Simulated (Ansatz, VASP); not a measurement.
HfGa2Te3: VASP beside Ansatz

```xyz
6
Lattice="4.2344 0.0000 0.0000 0.0000 4.2344 0.0000 0.0000 0.0000 8.3221" Properties=species:S:1:pos:R:3 pbc="T T T"
Hf    2.1172    2.1172    0.0000
Ga    2.1172    0.0000    5.7317
Ga    0.0000    2.1172    2.5904
Te    2.1172    0.0000    2.7989
Te    0.0000    2.1172    5.5233
Te    0.0000    0.0000    0.0000
```

Change from the starting cell: species swapped into the Hf2Sb3Pd type (P-4m2, No. 115).

Alike in both runs: task relaxation of cell and atoms; functional PBE; k mesh 10 × 10 × 6; occupations gaussian, width 0.1 eV; no spin polarisation.

|  | VASP | Ansatz |
| --- | --- | --- |
| version | VASP 6.6.1 | Ansatz 0.2.0 |
| potentials or method | VASP PAW PBE potentials, release 64 (Hf_pv, Ga_d, Te), cutoff 600 eV | scalar-relativistic, plane waves, PAW |
| valence electrons in the cell | 54 | 100 |

|  | VASP | Ansatz | Ansatz less VASP |
| --- | --- | --- | --- |
| gap on the k mesh at the Fermi level, each at its own relaxed structure (eV) | none | none | - |
| relaxed volume (Å³/atom) | 24.79 | 24.84 | +0.047 |
| relaxed cell length with the largest relative difference (Å) | 4.230 | 4.234 | +0.0041 |

A gap of «none» marks a metal or a gap that the smearing closes. VASP's potentials hold 54 valence electrons a cell and Ansatz's 100, so a difference there can come from the potentials and not from the codes.

Spin-orbit coupling is off throughout.
